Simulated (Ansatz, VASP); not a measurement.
CdS: VASP beside Ansatz

The input POSCAR:

```
CdS
1.0
    0.0000000000      2.9392148416      2.9392148416
    2.9392148416      0.0000000000      2.9392148416
    2.9392148416      2.9392148416      0.0000000000
Cd S
1 1
Direct
    0.0000000000      0.0000000000      0.0000000000
    0.2500000000      0.2500000000      0.2500000000
```

The input INCAR.step1:

```
PREC = Accurate
ENCUT = 520
ISMEAR = 0
SIGMA = 0.01
LREAL = False
LASPH = True
NELM = 80
NBANDS = 16
GGA = PE
ALGO = Normal
EDIFF = 1E-4
LWAVE = True
LCHARG = False
```

INCAR.step2

```
PREC = Accurate
ENCUT = 520
EDIFF = 1E-7
ISMEAR = 0
SIGMA = 0.01
LREAL = False
LASPH = True
NELM = 80
ALGO = Normal
ISIF = 2
LWAVE = False
LCHARG = False
METAGGA = R2SCAN
LMIXTAU = True
NBANDS = 16
ISTART = 1
```

File KPOINTS:

```
Automatic mesh
0
Gamma
  8 8 8
```

Input for Ansatz:

```yaml
crystal:
  lattice:
    - [0.0, 2.9392148416, 2.9392148416]
    - [2.9392148416, 0.0, 2.9392148416]
    - [2.9392148416, 2.9392148416, 0.0]
  atoms:
    - { symbol: Cd, position: [0.0, 0.0, 0.0] }
    - { symbol: S, position: [0.25, 0.25, 0.25] }
kpoints:
  mp_grid: { grid: [8, 8, 8] }
  band_path:
    path:
      - [0.0, 0.0, 0.0]
      - [-0.5, -0.5, 0.0]
      - [-0.375, -0.375, 0.25]
      - [-0.375, 0.0, 0.375]
      - [0.0, 0.0, 0.5]
      - [-0.5, -0.25, 0.25]
    npoints: 1
hamiltonian:
  xc: r2scan
scf:
  occupations: { method: fixed }
  n_extra_bands: 4
output:
  forces: true
  stress: true
  eigenvalues: true
```

Alike in both runs: task single point; functional r2SCAN; k mesh 8 × 8 × 8; no spin polarisation.

|  | VASP | Ansatz |
| --- | --- | --- |
| version | VASP 6.6.1 | Ansatz 0.2.0 |
| potentials or method | VASP PAW PBE potentials, release 64 (Cd, S) | plane waves, PAW |
| plane-wave cutoff (eV) | 520 | 500 |
| occupations | gaussian, width 0.01 eV | fixed |
| valence electrons in the cell | 18 | 26 |

```tsv
	VASP	Ansatz	Ansatz less VASP
gap on the k mesh at the Fermi level (eV)	1.54	1.54	+0.004
pressure (GPa)	0.3	0.0	-0.30
```

VASP's potentials were made for PBE, not for r2SCAN. VASP's potentials hold 18 valence electrons a cell and Ansatz's 26, so a difference there can come from the potentials and not from the codes.
